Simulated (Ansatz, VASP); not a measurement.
This is a calculation of Ta for Ansatz 0.2.0.

input.yaml

```yaml
crystal:
  lattice:
    - [-1.65128, 1.65128, 1.65128]
    - [1.65128, -1.65128, 1.65128]
    - [1.65128, 1.65128, -1.65128]
  atoms:
    - { symbol: Ta, position: [0.0, 0.0, 0.0] }
hamiltonian:
  xc: r2scan
  pseudopotentials: { kind: paw }
kpoints:
  mp_grid: { grid: [11, 11, 11] }
scf:
  occupations: { method: fermi_dirac, width: 0.05 }
output:
  forces: true
  stress: true
  eigenvalues: true
relax:
  f_tol: 0.01
  max_steps: 40
  cell: { stress_tol: 0.05 }
```

Potentials or basis: Ansatz PAW.

Run with:

```sh
$ ansatz run input.yaml --threads 2 --pin off --max-ram 5632MiB --backend cpu --events-out ev --progress --plain --runs-dir out
```

Q: Set up the same calculation for VASP 6.6.1. Potentials there: VASP PAW PBE potentials, release 64 (Ta_pv).

A: As run (the cutoff follows the program's own potentials):

The input POSCAR:

```
Ta
1.0
   -1.6512800000      1.6512800000      1.6512800000
    1.6512800000     -1.6512800000      1.6512800000
    1.6512800000      1.6512800000     -1.6512800000
Ta
1
Direct
    0.0000000000      0.0000000000      0.0000000000
```

Contents of INCAR.step1:

```
ALGO = Normal ; EDIFF = 1E-4
ENCUT = 600 ; GGA = PE
ISMEAR = -1 ; LASPH = True
LCHARG = False ; LREAL = False
LWAVE = True ; NELM = 60
PREC = Accurate ; SIGMA = 0.05
```

File INCAR.step2:

```
ALGO = Normal ; EDIFF = 1E-6
EDIFFG = -0.01 ; ENCUT = 600
IBRION = 2 ; ISIF = 3
ISMEAR = -1 ; ISTART = 1
LASPH = True ; LCHARG = False
LMIXTAU = True ; LREAL = False
LWAVE = False ; METAGGA = R2SCAN
NELM = 60 ; NSW = 60
PREC = Accurate ; SIGMA = 0.05
```

Contents of KPOINTS:

```
k-points
0
Gamma
  11 11 11
```

Potentials or basis: VASP PAW PBE potentials, release 64 (Ta_pv).

The run is started by

```sh
$ cat potpaw_PBE.64/Ta_pv/POTCAR > POTCAR
$ cp INCAR.step1 INCAR
$ mpirun -np 1 vasp_std > vasp.out
$ cp INCAR.step2 INCAR
$ mpirun -np 1 vasp_std > vasp.out
```

Both were run:

|  | VASP | Ansatz | Ansatz less VASP |
| --- | --- | --- | --- |
| gap on the k mesh at the Fermi level, each at its own relaxed structure (eV) | none | none | - |
| relaxed volume (Å³/atom) | 18.07 | 18.02 | -0.054 |
| relaxed cell length with the largest relative difference (Å) | 2.863 | 2.860 | -0.0029 |

VASP's potentials were made for PBE, not for r2SCAN. A gap of «none» marks a metal or a gap that the smearing closes. VASP's potentials hold 11 valence electrons a cell and Ansatz's 13, so a difference there can come from the potentials and not from the codes.

Spin-orbit coupling is off throughout. Noted on Ansatz's run: the plane-wave basis is chosen anew once the cell has moved, so the energies of steps on either side of that aren't comparable.
